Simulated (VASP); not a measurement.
Set up this calculation in VASP 6.6.1, as the native input.

* Task: single point
* Functional: PBE
* Potentials or basis: VASP PAW PBE potentials, release 64 (Al, N)
* Cutoff: 520 eV
* k mesh: 10 × 10 × 10
* Occupations: fermi-dirac, width 0.02 eV
* Spin: no spin polarisation
* Dipole correction: no
* Further INCAR settings: ALGO = Normal; EDIFF = 1e-06; NBANDS = 11

The structure of AlN lies in POSCAR:

```
AlN
1.0
    0.0000000000      2.1848764125      2.1848764125
    2.1848764125      0.0000000000      2.1848764125
    2.1848764125      2.1848764125      0.0000000000
Al N
1 1
Direct
    0.0000000000      0.0000000000      0.0000000000
    0.2500000000      0.2500000000      0.2500000000
```

One way to write it, as run:

INCAR

```
  PREC = Accurate
  ENCUT = 520
  EDIFF = 1E-6
  ISMEAR = -1
  SIGMA = 0.02
  LREAL = F
  LASPH = T
  NELM = 100
  ALGO = Normal
  ISIF = 2
  LWAVE = F
  LCHARG = T
  GGA = PE
  LELF = T
  LVHAR = T
  NBANDS = 11
```

KPOINTS

```
Automatic mesh
0
Gamma
  10 10 10
```

Potentials or basis: VASP PAW PBE potentials, release 64 (Al, N).

Launch:

```sh
$ cat potpaw_PBE.64/Al/POTCAR potpaw_PBE.64/N/POTCAR > POTCAR
$ mpirun -np 1 vasp_std > vasp.out
```

Results of the run:

- Pressure: 4.3 GPa
- Band gap on the k mesh: 3.32 eV, indirect (least direct gap 4.19 eV)

Wall time 14 s on 1 thread of Intel Xeon 8259CL, with other jobs on the host, peak memory 0.13 GiB.
